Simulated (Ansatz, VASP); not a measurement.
## Two plane-wave programs on ScAl2P3

```
Sc Al P
1.0
     3.60939    0.00000    0.00000
     0.00000    3.60939    0.00000
     0.00000    0.00000    7.78588
Sc Al P
1 2 3
Direct
  0.00000 0.00000 0.00000
  0.00000 0.50000 0.64793
  0.50000 0.00000 0.35207
  0.00000 0.50000 0.32541
  0.50000 0.00000 0.67459
  0.50000 0.50000 0.00000
```

Change from the starting cell: species swapped into the Ti2CuSb3 type (P-4m2, No. 115).

Alike in both runs: functional PBE; k mesh 10 × 10 × 6; occupations gaussian, width 0.1 eV; no spin polarisation.

Ansatz relaxed the structure, and its values are those at the end. VASP's run is a single point on that final structure, the one shown.

|  | VASP | Ansatz |
| --- | --- | --- |
| version | VASP 6.6.1 | Ansatz 0.2.0 |
| potentials or method | VASP PAW PBE potentials, release 64 (Sc_sv, Al, P), cutoff 520 eV | scalar-relativistic, plane waves, PAW |
| valence electrons in the cell | 32 | 32 |

```csv
,VASP,Ansatz,Ansatz less VASP
gap on the k mesh at the Fermi level (eV),none,none,-
pressure (GPa),0.0,0.0,-0.03
```

A gap of «none» marks a metal or a gap that the smearing closes. The functional is the same, so the differences come from potentials, cutoffs and numerics.
